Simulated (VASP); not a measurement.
SnPt:

```xyz
4
Lattice="4.1849 0.0000 0.0000 -2.0924 3.6242 0.0000 0.0000 0.0000 5.5101" Properties=species:S:1:pos:R:3 pbc="T T T"
Sn    0.0000    2.4161    1.3775
Sn    2.0924    1.2081    4.1326
Pt    0.0000    0.0000    0.0000
Pt    0.0000    0.0000    2.7551
```

* Program: VASP 6.6.1
* Task: relaxation of cell and atoms
* Functional: LDA
* Potentials or basis: VASP PAW LDA potentials, release 64 (Sn_d, Pt_sv_GW)
* Cutoff: 500 eV
* k mesh: 12 × 12 × 8
* Occupations: gaussian, width 0.1 eV
* Spin: no spin polarisation

At the start: pressure -9.5 GPa; volume 20.89 Å³/atom.

Question: Where does the relaxation end?

Answer: Over 9 steps the energy falls by 43.3 meV/atom and the volume is 19.52 Å³/atom (-6.6 %); space group P6_3/mmc (No. 194, to 0.1 Å) before and after.

The path:
```tsv
step	energy change (eV)	largest force (eV/Å)	pressure (GPa)	volume (Å³)
1	0.0000	0.0000	-9.45	83.57
2	0.4658	0.0000	26.41	69.53
3	-0.1713	0.0000	-0.48	78.35
4	-0.1715	0.0000	-0.11	78.18
5	-0.1715	0.0000	0.12	78.08
6	-0.1732	0.0000	0.20	77.97
7	-0.1732	0.0000	0.18	77.98
8	-0.1732	0.0000	-0.27	78.20
9	-0.1733	0.0000	-0.02	78.07
```

Final structure:
```yaml
crystal:
  lattice:
    - [4.08427, 0.00000, 0.00000]
    - [-2.04214, 3.53708, 0.00000]
    - [0.00000, 0.00000, 5.40405]
  atoms:
    - { symbol: Sn, position: [0.33333, 0.66667, 0.25000] }
    - { symbol: Sn, position: [0.66667, 0.33333, 0.75000] }
    - { symbol: Pt, position: [0.00000, 0.00000, 0.00000] }
    - { symbol: Pt, position: [0.00000, 0.00000, 0.50000] }
```
